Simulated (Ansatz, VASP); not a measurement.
## Two plane-wave programs on AlFe

File INCAR:

```
  PREC = Accurate
  ENCUT = 600
  EDIFF = 1E-6
  ISMEAR = -1
  SIGMA = 0.05
  LREAL = F
  LASPH = T
  NELM = 150
  ALGO = Normal
  ISIF = 3
  LWAVE = F
  LCHARG = F
  ISPIN = 2
  MAGMOM = 3 0
  LORBIT = 11
  LMAXMIX = 4
  GGA = PE
  IVDW = 13
  IBRION = 2
  NSW = 60
  EDIFFG = -0.01
```

The input KPOINTS:

```
Automatic mesh
0
Gamma
  9 9 9
```

Contents of POSCAR:

```
AlFe
1.0
    2.9100000000      0.0000000000      0.0000000000
    0.0000000000      2.9100000000      0.0000000000
    0.0000000000      0.0000000000      2.9100000000
Fe Al
1 1
Direct
    0.5000000000      0.5000000000      0.5000000000
    0.0000000000      0.0000000000      0.0000000000
```

File input.yaml:

```yaml
crystal:
  lattice:
    - [2.91, 0.0, 0.0]
    - [0.0, 2.91, 0.0]
    - [0.0, 0.0, 2.91]
  atoms:
    - { symbol: Fe, position: [0.5, 0.5, 0.5], spin: 3.0 }
    - { symbol: Al, position: [0.0, 0.0, 0.0] }
hamiltonian:
  xc: pbe
  pseudopotentials: { kind: paw }
  dispersion: d4
magnetization:
  spin_polarized: true
kpoints:
  mp_grid: { grid: [9, 9, 9] }
scf:
  occupations: { method: fermi_dirac, width: 0.05 }
output:
  forces: true
  stress: true
relax:
  f_tol: 0.01
  max_steps: 40
  cell: { stress_tol: 0.05 }
```

Alike in both runs: task relaxation of cell and atoms; functional PBE; dispersion D4; k mesh 9 × 9 × 9; occupations fermi-dirac, width 0.05 eV; collinear spin.

|  | VASP | Ansatz |
| --- | --- | --- |
| version | VASP 6.6.1 | Ansatz 0.2.0 |
| potentials or method | VASP PAW PBE potentials, release 64 (Fe, Al) | Ansatz PAW |
| plane-wave cutoff (eV) | 600 | 420 |
| valence electrons in the cell | 11 | 19 |

VASP gave:

```
net moment per atom (μB)                                     : 0.30
relaxed volume (Å³/atom)                                     : 11.52
relaxed cell length with the largest relative difference (Å) : 2.846
```

Question: What did Ansatz give for the same quantities?

Answer: net moment per atom (μB): 0.30; relaxed volume (Å³/atom): 11.53; relaxed cell length with the largest relative difference (Å): 2.846.

VASP's potentials hold 11 valence electrons a cell and Ansatz's 19, so a difference there can come from the potentials and not from the codes.

Noted on Ansatz's run: the plane-wave basis is chosen anew once the cell has moved, so the energies of steps on either side of that aren't comparable.
